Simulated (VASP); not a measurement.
# Zr (P6/mmm) in VASP: a series of runs

Runs on Zr. Level: PBEsol. Tasks: single point.

Program: VASP 6.6.1. These are calculated values, not measurements. Logs are shortened: lines on timing, memory, paths and dates and some standing lists are left out, and cuts for length are marked.

## Step 1: The cell of the first run

The structure is hexagonal, space group P6/mmm (No. 191). Conventional cell: a = 5.168 Å, b = 5.168 Å, c = 3.227 Å, α = 90.00°, β = 90.00°, γ = 120.00°. Within 4.2 Å of Zr (site symmetry 6/mmm) lie 14 Zr at 3.23 to 3.39 Å. Within 3.9 Å of Zr (site symmetry -6m2) lie 11 Zr at 2.98 to 3.39 Å.

## Step 2: Single point, PBEsol (volume scaled by 1.12)

The input, INCAR:

```
PREC = Accurate
ENCUT = 520
EDIFF = 1E-6
ISMEAR = -1
SIGMA = 0.1
LREAL = F
LASPH = T
NELM = 60
ALGO = Normal
ISIF = 2
LWAVE = F
LCHARG = F
GGA = PS
NBANDS = 25
```

The input, KPOINTS:

```
regular mesh
0
Gamma
  8 8 11
```

The input, POSCAR:

```
Zr
1.0
    5.1678240562      0.0000000000      0.0000000000
   -2.5839120281      4.4754669150      0.0000000000
    0.0000000000      0.0000000000      3.2267613587
Zr
3
Direct
    1.0000000000      0.0000000000      1.0000000000
    0.3333333333      0.6666666667      0.5000000000
    0.6666666667      0.3333333333      0.5000000000
```

Potentials or basis: VASP PAW PBE potentials, release 64 (Zr_sv).

Command:

```sh
> cat potpaw_PBE.64/Zr_sv/POTCAR > POTCAR
> mpirun -np 1 vasp_std > vasp.out
```

OUTCAR:

```text
PREC = Accurate
   ENCUT = 520
   EDIFF = 1E-6
   ISMEAR = -1
   LREAL = F
   LASPH = T
   NELM = 60
   ISIF = 2
   GGA = PS

 ion  position               nearest neighbor table
   1  0.000  0.000  0.000-   2 3.39   3 3.39   2 3.39   3 3.39   3 3.39   3 3.39   2 3.39   2 3.39
                             3 3.39   3 3.39   2 3.39   2 3.39
   2  0.333  0.667  0.500-   3 2.98   3 2.98   3 2.98   1 3.39   1 3.39   1 3.39   1 3.39   1 3.39
                             1 3.39
   3  0.667  0.333  0.500-   2 2.98   2 2.98   2 2.98   1 3.39   1 3.39   1 3.39   1 3.39   1 3.39
                             1 3.39

  LATTYP: Found a hexagonal cell.
 ALAT       =     5.1678240562
 C/A-ratio  =     0.6243945853

  Lattice vectors:

 A1 = (   5.1678240562,   0.0000000000,   0.0000000000)
 A2 = (  -2.5839120281,   4.4754669150,   0.0000000000)
 A3 = (   0.0000000000,   0.0000000000,   3.2267613587)

Analysis of symmetry for initial positions (statically):
=====================================================================
 Subroutine PRICEL returns:
 Original cell was already a primitive cell.

 Routine SETGRP: Setting up the symmetry group for a
 hexagonal supercell.

 Subroutine GETGRP returns: Found 24 space group operations
 (whereof 24 operations were pure point group operations)
 out of a pool of 24 trial point group operations.

The static configuration has the point symmetry D_6h.

Analysis of symmetry for dynamics (positions and initial velocities):
=====================================================================
 Subroutine PRICEL returns:
 Original cell was already a primitive cell.

 Routine SETGRP: Setting up the symmetry group for a
 hexagonal supercell.

 Subroutine GETGRP returns: Found 24 space group operations
 (whereof 24 operations were pure point group operations)
 out of a pool of 24 trial point group operations.

The dynamic configuration has the point symmetry D_6h.

 Subroutine INISYM returns: Found 24 space group operations
 (whereof 24 operations are pure point group operations),
 and found     1 'primitive' translations

----------------------------------------------------------------------------------------

                                     Primitive cell

  volume of cell :      74.6299

  direct lattice vectors                    reciprocal lattice vectors
     5.167824056  0.000000000  0.000000000     0.193505040  0.111720187  0.000000000
    -2.583912028  4.475466915  0.000000000     0.000000000  0.223440374  0.000000000
     0.000000000  0.000000000  3.226761359     0.000000000  0.000000000  0.309908261

  length of vectors
     5.167824056  5.167824056  3.226761359     0.223440374  0.223440374  0.309908261

  position of ions in fractional coordinates (direct lattice)
     0.000000000  0.000000000  0.000000000
     0.333333333  0.666666667  0.500000000
     0.666666667  0.333333333  0.500000000

  ion indices of the primitive-cell ions
   primitive index   ion index
                 1           1
                 2           2
                 3           3

----------------------------------------------------------------------------------------

 KPOINTS: regular mesh

Automatic generation of k-mesh.
 Grid dimensions read from file:
 generate k-points for:    8    8   11

 Generating k-lattice:

  Cartesian coordinates                     Fractional coordinates (reciprocal lattice)
     0.024188130  0.013965023  0.000000000     0.125000000  0.000000000  0.000000000
     0.000000000  0.027930047  0.000000000     0.000000000  0.125000000  0.000000000
     0.000000000  0.000000000  0.028173478     0.000000000  0.000000000  0.090909091

  Length of vectors
     0.027930047  0.027930047  0.028173478

  Shift w.r.t. Gamma in fractional coordinates (k-lattice)
     0.000000000  0.000000000  0.000000000

 Subroutine IBZKPT returns following result:
 ===========================================

 Found     60 irreducible k-points:

 Following reciprocal coordinates:
            Coordinates               Weight
  0.000000  0.000000  0.000000      1.000000
  0.125000  0.000000  0.000000      6.000000
  0.250000  0.000000  0.000000      6.000000
  0.375000 -0.000000  0.000000      6.000000
  0.500000  0.000000  0.000000      3.000000
  0.125000  0.125000  0.000000      6.000000
[... 16 lines left out ...]
  0.250000  0.000000  0.181818     12.000000
  0.375000 -0.000000  0.181818     12.000000
 [... further k-points ...]
   k-points           NKPTS =     60   k-points in BZ     NKDIM =     60   number of bands    NBANDS=     25
   number of dos      NEDOS =    301   number of ions     NIONS =      3
   total plane-waves  NPLWV =  38400
   dimension x,y,z NGX =    40 NGY =   40 NGZ =   24
   dimension x,y,z NGXF=    80 NGYF=   80 NGZF=   48
   ions per type =               3
   NGX,Y,Z   is equivalent  to a cutoff of  12.87, 12.87, 12.37 a.u.
   NGXF,Y,Z  is equivalent  to a cutoff of  25.74, 25.74, 24.73 a.u.
 SYSTEM =  unknown system
   PREC   = accura    normal or accurate (medium, high low for compatibility)
   ISTART =      0    job   : 0-new  1-cont  2-samecut
   ICHARG =      2    charge: 1-file 2-atom 10-const
   ISPIN  =      1    spin polarized calculation?
   LNONCOLLINEAR =      F non collinear calculations
   LSORBIT =      F    spin-orbit coupling
   LASPH  =      T    aspherical Exc in radial PAW
   ENCUT  =  520.0 eV  38.22 Ry    6.18 a.u.   9.61  9.61  6.00*2*pi/ulx,y,z
   NELM   =     60;   NELMIN=  2; NELMDL= -5     # of ELM steps
   EDIFF  = 0.1E-05   stopping-criterion for ELM
   LREAL  =      F    real-space projection
   EDIFFG = 0.1E-04   stopping-criterion for IOM
   NSW    =      0    number of steps for IOM
   IBRION =     -1    ionic relax: 0-MD 1-quasi-New 2-CG
   NFREE  =      0    steps in history (QN), initial steepest desc. (CG)
   ISIF   =      2    stress and relaxation
   ISYM   =      2    0-nonsym 1-usesym 2-fastsym
   POTIM  = 0.5000    time-step for ionic-motion
   TEBEG  =    0.0;   TEEND  =   0.0 temperature during run
   PSTRESS=    0.0 pullay stress
   NELECT =      36.0000    total number of electrons
   NUPDOWN=      -1.0000    fix difference up-down
   EMIN   =  10.00;   EMAX   =-10.00  energy-range for DOS
   EFERMI =   0.00;   METHOD = LEGACY
   ISMEAR =    -1;   SIGMA  =   0.10  broadening in eV -4-tet -1-fermi 0-gaus
   EFERMI_NEDOS =   21; number of points for ismear=-14 and -15
   IALGO  =     38    algorithm
   IMIX   =      4    mixing-type and parameters
     AMIX     =   0.40;   BMIX     =  1.00
     AMIX_MAG =   1.60;   BMIX_MAG =  1.00
  volume/ion in A,a.u.               =      24.88       167.88
  Fermi-wavevector in a.u.,A,eV,Ry     =   1.283920  2.426257 22.428538  1.648451
  Thomas-Fermi vector in A             =   2.416145
   LORBIT       =      0    0 simple, 1 ext, 2 COOP (PROOUT), +10 PAW based schemes
   GGA     = PS    functional components
   LHFCALC =     F    Hartree Fock is set to
   AEXX    =    0.0000 exact exchange contribution
   IVDW    =     0    specifies the selected vdW correction
   LEPSILON=     F    determine dielectric tensor
   LRPA    =     F    only Hartree local field effects (RPA)
 non-spin polarized calculation
  energy-cutoff  :      520.00
  volume of cell :       74.63
 maximum number of plane-waves:      2034
 NGX is ok and might be reduce to    40
   NGX = 19   NGY = 19   NGZ = 11

 number of electron      36.0000000 magnetization

 Free energy of the ion-electron system (eV)
  ---------------------------------------------------
  ext. energy  EPLUGINS =         0.00000000
  ---------------------------------------------------
  free energy    TOTEN  =       -27.06830757 eV

  energy without entropy =      -26.96089583  energy(sigma->0) =      -27.01460170

 E-fermi :   8.0038     XC(G=0): -10.9002

 val. band max:        7.9546912171   @ k =   0.3750   0.1250   0.0909
 cond. band min:       8.0327355706   @ k =   0.3750  -0.0000   0.0000
 fundamental gap:      0.0780443535
 Fermi energy:         8.0037660527

 k-point     1 :       0.0000    0.0000    0.0000
  band No.  band energies     occupation
      1     -40.9244      2.00000
      2     -40.6349      2.00000
      3     -40.4836      2.00000
      4     -19.0289      2.00000
      5     -19.0289      2.00000
      6     -18.9573      2.00000
[... 17 lines left out ...]
     24      10.1705      0.00000
     25      10.1897      0.00000

 k-point     2 :       0.1250    0.0000    0.0000
  band No.  band energies     occupation
      1     -40.9232      2.00000
      2     -40.6308      2.00000
      3     -40.4891      2.00000
      4     -19.0901      2.00000
      5     -19.0740      2.00000
      6     -18.8945      2.00000
[... 17 lines left out ...]
     24       9.7872      0.00000
     25      10.6875      0.00000

 k-point     3 :       0.2500    0.0000    0.0000
  band No.  band energies     occupation
      1     -40.9204      2.00000
      2     -40.6189      2.00000
      3     -40.5042      2.00000
      4     -19.1625      2.00000
      5     -19.0867      2.00000
      6     -18.8182      2.00000
[... 17 lines left out ...]
     24      10.1491      0.00000
     25      11.2293      0.00000

 k-point     4 :       0.3750   -0.0000    0.0000
  band No.  band energies     occupation
      1     -40.9178      2.00000
      2     -40.6018      2.00000
      3     -40.5245      2.00000
      4     -19.2115      2.00000
      5     -19.0430      2.00000
      6     -18.7713      2.00000
[... 17 lines left out ...]
     24      10.7876      0.00000
     25      10.9682      0.00000
[... 477 lines left out ...]
 k-point    22 :       0.1250    0.0000    0.1818
  band No.  band energies     occupation
      1     -40.9091      2.00000
      2     -40.6201      2.00000
      3     -40.4771      2.00000
      4     -19.0520      2.00000
      5     -19.0408      2.00000
      6     -18.8857      2.00000
[... 17 lines left out ...]
     24       9.7884      0.00000
     25      11.0836      0.00000

 k-point    23 :       0.2500    0.0000    0.1818
  band No.  band energies     occupation
      1     -40.9071      2.00000
      2     -40.6075      2.00000
      3     -40.4921      2.00000
      4     -19.1161      2.00000
      5     -19.0596      2.00000
      6     -18.8238      2.00000
[... 17 lines left out ...]
     24      10.0137      0.00000
     25      11.4853      0.00000

 k-point    24 :       0.3750   -0.0000    0.1818
  band No.  band energies     occupation
      1     -40.9052      2.00000
      2     -40.5896      2.00000
      3     -40.5124      2.00000
      4     -19.1600      2.00000
      5     -19.0323      2.00000
      6     -18.8415      2.00000
[... 17 lines left out ...]
     24      10.5390      0.00000
     25      10.9764      0.00000

 [... further k-points ...]
[... 5 lines left out ...]
  --------------------------------------------------------------------------------------
  -------------------------------------------------------------------------------------
  Total       -4.3190512     -4.3190512     -4.4198575      0.0000000     -0.0000000      0.0000000
  in kB      -92.7226884    -92.7226884    -94.8868285      0.0000000     -0.0000000      0.0000000
  external PRESSURE =     -93.4440684 kB  Pullay stress =       0.0000000 kB

 VOLUME and BASIS-vectors are now :
 -----------------------------------------------------------------------------
  energy-cutoff  :      520.00
  volume of cell :       74.63
      direct lattice vectors                 reciprocal lattice vectors
     5.167824056  0.000000000  0.000000000     0.193505040  0.111720187  0.000000000
    -2.583912028  4.475466915  0.000000000     0.000000000  0.223440374  0.000000000
     0.000000000  0.000000000  3.226761359     0.000000000  0.000000000  0.309908261

 POSITION                                       TOTAL-FORCE (eV/Angst)
 -----------------------------------------------------------------------------------
      0.00000      0.00000      0.00000         0.000000      0.000000      0.000000
     -0.00000      2.98364      1.61338         0.000000     -0.000000      0.000000
      2.58391      1.49182      1.61338        -0.000000      0.000000     -0.000000
 -----------------------------------------------------------------------------------
    total drift:                                0.000000      0.000000      0.000000

  FREE ENERGIE OF THE ION-ELECTRON SYSTEM (eV)
  ---------------------------------------------------
  free  energy   TOTEN  =       -27.0683075724 eV

  energy  without entropy=      -26.9608958298  energy(sigma->0) =      -27.01460170
```

Run time: 2.4 min. Hardware: 1 thread of Intel Xeon 8259CL, shared host; peak memory 0.23 GiB.

Results:

```yaml
Free_energy: -27.0683 eV
Pressure: -9.3 GPa
Band_gap_on_the_k_mesh: zero (band 18 reaches 8.31 eV, above the bottom of band 19 at 7.82 eV)
```

Caveat: the cell differs from its parent crystal (volume scaled by 1.12); the PAW data sets were made with another functional, which shifts forces and pressure a little.

## Step 3: Single point, PBEsol

This run uses another cell than the first one, of 22.21 Å³/atom, 0.893 times its volume.

The input, INCAR:

```
SYSTEM = Zr
  ALGO = Normal
  EDIFF = 1E-6
  ENCUT = 520
  GGA = PS
  ISIF = 2
  ISMEAR = -1
  LASPH = .TRUE.
  LCHARG = .FALSE.
  LREAL = .FALSE.
  LWAVE = .FALSE.
  NBANDS = 25
  NELM = 80
  PREC = Accurate
  SIGMA = 0.1
```

The input, KPOINTS:

```
k-points
0
G
  10 10 13
  0 0 0
```

The input, POSCAR:

```
Zr
1.0
    4.9762445126      0.0000000000      0.0000000000
   -2.4881222563      4.3095541634      0.0000000000
    0.0000000000      0.0000000000      3.1071401290
Zr
3
Direct
    1.0000000000      0.0000000000      1.0000000000
    0.3333333333      0.6666666667      0.5000000000
    0.6666666667      0.3333333333      0.5000000000
```

Potentials or basis: VASP PAW PBE potentials, release 64 (Zr_sv).

Command:

```sh
> cat potpaw_PBE.64/Zr_sv/POTCAR > POTCAR
> mpirun -np 1 vasp_std > vasp.out
```

OUTCAR:

```text
SYSTEM = Zr
   EDIFF = 1E-6
   ENCUT = 520
   GGA = PS
   ISIF = 2
   ISMEAR = -1
   LASPH = .TRUE.
   LREAL = .FALSE.
   NELM = 80
   PREC = Accurate

 ion  position               nearest neighbor table
   1  0.000  0.000  0.000-   2 3.27   3 3.27   2 3.27   3 3.27   3 3.27   3 3.27   2 3.27   2 3.27
                             3 3.27   3 3.27   2 3.27   2 3.27
   2  0.333  0.667  0.500-   3 2.87   3 2.87   3 2.87   1 3.27   1 3.27   1 3.27   1 3.27   1 3.27
                             1 3.27
   3  0.667  0.333  0.500-   2 2.87   2 2.87   2 2.87   1 3.27   1 3.27   1 3.27   1 3.27   1 3.27
                             1 3.27

  LATTYP: Found a hexagonal cell.
 ALAT       =     4.9762445126
 C/A-ratio  =     0.6243945853

  Lattice vectors:

 A1 = (   4.9762445126,   0.0000000000,   0.0000000000)
 A2 = (  -2.4881222563,   4.3095541634,   0.0000000000)
 A3 = (   0.0000000000,   0.0000000000,   3.1071401290)

Analysis of symmetry for initial positions (statically):
=====================================================================
 Subroutine PRICEL returns:
 Original cell was already a primitive cell.

 Routine SETGRP: Setting up the symmetry group for a
 hexagonal supercell.

[... 163 lines left out ...]
  ---------------------------------------------------
  free energy    TOTEN  =       -27.31646451 eV

  energy without entropy =      -27.21974729  energy(sigma->0) =      -27.26810590

 E-fermi :   9.2347     XC(G=0): -11.4168

 val. band max:        9.2343280566   @ k =   0.5000  -0.0000   0.2308
 cond. band min:       9.2352863920   @ k =   0.4000   0.0000   0.1538
 fundamental gap:      0.0009583354
 Fermi energy:         9.2346558968

 k-point     1 :       0.0000    0.0000    0.0000
  band No.  band energies     occupation
      1     -39.3993      2.00000
      2     -39.1536      2.00000
      3     -38.9380      2.00000
      4     -17.6419      2.00000
      5     -17.6419      2.00000
      6     -17.5872      2.00000
[... 661 lines left out ...]
     24      11.9613      0.00000
     25      12.8569      0.00000

 [... further k-points ...]
[... 5 lines left out ...]
  --------------------------------------------------------------------------------------
  -------------------------------------------------------------------------------------
  Total        0.0445541      0.0445541      0.0371704      0.0000000      0.0000000      0.0000000
  in kB        1.0712817      1.0712817      0.8937427      0.0000000      0.0000000      0.0000000
  external PRESSURE =       1.0121020 kB  Pullay stress =       0.0000000 kB

 VOLUME and BASIS-vectors are now :
 -----------------------------------------------------------------------------
  energy-cutoff  :      520.00
  volume of cell :       66.63
      direct lattice vectors                 reciprocal lattice vectors
     4.976244513  0.000000000  0.000000000     0.200954756  0.116021282  0.000000000
    -2.488122256  4.309554163  0.000000000     0.000000000  0.232042565  0.000000000
     0.000000000  0.000000000  3.107140129     0.000000000  0.000000000  0.321839363

 POSITION                                       TOTAL-FORCE (eV/Angst)
 -----------------------------------------------------------------------------------
      0.00000      0.00000      0.00000         0.000000      0.000000      0.000000
     -0.00000      2.87304      1.55357        -0.000000      0.000000      0.000000
      2.48812      1.43652      1.55357         0.000000      0.000000     -0.000000
 -----------------------------------------------------------------------------------
    total drift:                                0.000000      0.000000      0.000000

  FREE ENERGIE OF THE ION-ELECTRON SYSTEM (eV)
  ---------------------------------------------------
  free  energy   TOTEN  =       -27.3164645107 eV

  energy  without entropy=      -27.2197472919  energy(sigma->0) =      -27.26810590
```

Run time: 3.6 min. Hardware: 1 thread of Intel Xeon 8259CL, shared host; peak memory 0.27 GiB.

Results:

| Quantity | Value |
| --- | --- |
| Free energy | -27.3165 eV |
| Pressure | 0.1 GPa |
| Band gap on the k mesh | zero (band 18 reaches 9.63 eV, above the bottom of band 19 at 9.01 eV) |

Levels at points of the mesh, in eV from the Fermi level:
| k point | band 16 | band 17 | band 18 | band 19 | band 20 | band 21 |
| --- | --- | --- | --- | --- | --- | --- |
| (0.00, 0.00, 0.00) | -0.46 | -0.41 | -0.41 | -0.17 | 0.87 | 1.69 |
| (0.50, 0.00, 0.00) | -0.64 | -0.62 | -0.49 | 0.02 | 0.74 | 1.16 |

Caveat: the PAW data sets were made with another functional, which shifts forces and pressure a little.
